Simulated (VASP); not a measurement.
Set up this calculation in VASP 6.6.1, as the native input.

- Task: single point
- Functional: RPBE
- Potentials or basis: VASP PAW PBE potentials, release 64 (Sr_sv)
- Cutoff: 520 eV
- k mesh: 3 × 3 × 1
- Occupations: gaussian, width 0.1 eV
- Spin: no spin polarisation
- Dipole correction: no
- Further INCAR settings: ALGO = Fast; EDIFF = 1e-06; NBANDS = 22

The structure of Sr lies in POSCAR:

```
Sr
1.0
    7.0659524677      0.0000000000      0.0000000000
   -3.5329762338      6.1192943389      0.0000000000
    0.0000000000      0.0000000000      3.8166326050
Sr
3
Direct
    0.0000000000      0.6657832900      0.0000000000
    0.3342167100      0.3342167100      0.0000000000
    0.6657832900      0.0000000000      0.0000000000
```

This isn't the form of Sr at room conditions, which is fcc.

These files were run (other wordings do the same):

INCAR

```
  ALGO = Fast
  EDIFF = 1E-6
  ENCUT = 520
  GGA = RP
  ISIF = 2
  ISMEAR = 0
  LASPH = T
  LCHARG = T
  LELF = T
  LREAL = F
  LVHAR = T
  LWAVE = F
  NBANDS = 22
  NELM = 100
  PREC = Accurate
  SIGMA = 0.1
```

KPOINTS

```
k-points
0
Gamma
  3 3 1
```

Potentials or basis: VASP PAW PBE potentials, release 64 (Sr_sv).

Run with:

```console
$ cat potpaw_PBE.64/Sr_sv/POTCAR > POTCAR
$ mpirun -np 1 vasp_std > vasp.out
```

Results of the run:

```yaml
Pressure: 2.3 GPa
Largest_force: 0.022 eV/Å
Band_gap_on_the_k_mesh: zero (bands 15 and 16 overlap by 0.04 eV)
```

Caveat: the k points lie up to 1.65 Å⁻¹ apart, too coarse for converged energies, forces and pressures; the PAW data sets were made with another functional, which shifts forces and pressure a little.

It took 34 s on 1 thread of AMD EPYC 7R13, with other jobs on the host, peak memory 0.22 GiB.
